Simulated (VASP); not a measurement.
Set up this calculation in VASP 6.6.1, as the native input.

```yaml
Task: single point
Functional: revPBE
Potentials_or_basis: VASP PAW PBE potentials, release 64 (As)
Cutoff: 520 eV
k_mesh: 10 × 10 × 10
Occupations: fermi-dirac, width 0.05 eV
Spin: no spin polarisation
Dipole_correction: no
Further_INCAR_settings: ALGO = Normal; EDIFF = 1e-07; NBANDS = 8
```

The structure of As lies in POSCAR:

```
As
1.0
    2.7036817444      0.0000000000      0.0000000000
    0.0000000000      2.7036817444      0.0000000000
    0.0000000000      0.0000000000      2.7036817444
As
1
Direct
    0.5000000000      0.5000000000      0.5000000000
```

One way to write it, as run:

INCAR

```
PREC     = Accurate       # precision mode
ENCUT    = 520            # plane-wave cutoff, eV
EDIFF    = 1E-7           # SCF threshold, eV
ISMEAR   = -1             # smearing method
SIGMA    = 0.05           # smearing width, eV
LREAL    = False          # projectors in reciprocal space
LASPH    = True           # aspherical terms in the spheres
NELM     = 60             # most SCF steps
ALGO     = Normal         # electronic algorithm
ISIF     = 2              # what is computed and relaxed
LWAVE    = False          # write WAVECAR
LCHARG   = False          # write CHGCAR
GGA      = RE             # functional
NBANDS   = 8              # bands
```

KPOINTS

```
Automatic mesh
0
Gamma
  10 10 10
```

Potentials or basis: VASP PAW PBE potentials, release 64 (As).

The run is started by

```console
$ cat potpaw_PBE.64/As/POTCAR > POTCAR
$ mpirun -np 1 vasp_std > vasp.out
```

Results of the run:

```
Pressure : 3.5 GPa
```

Caveat: the PAW data sets were made with another functional, which shifts forces and pressure a little.

Wall time 14 s on 1 thread of AMD EPYC 7R13, on a shared host, peak memory 0.09 GiB.
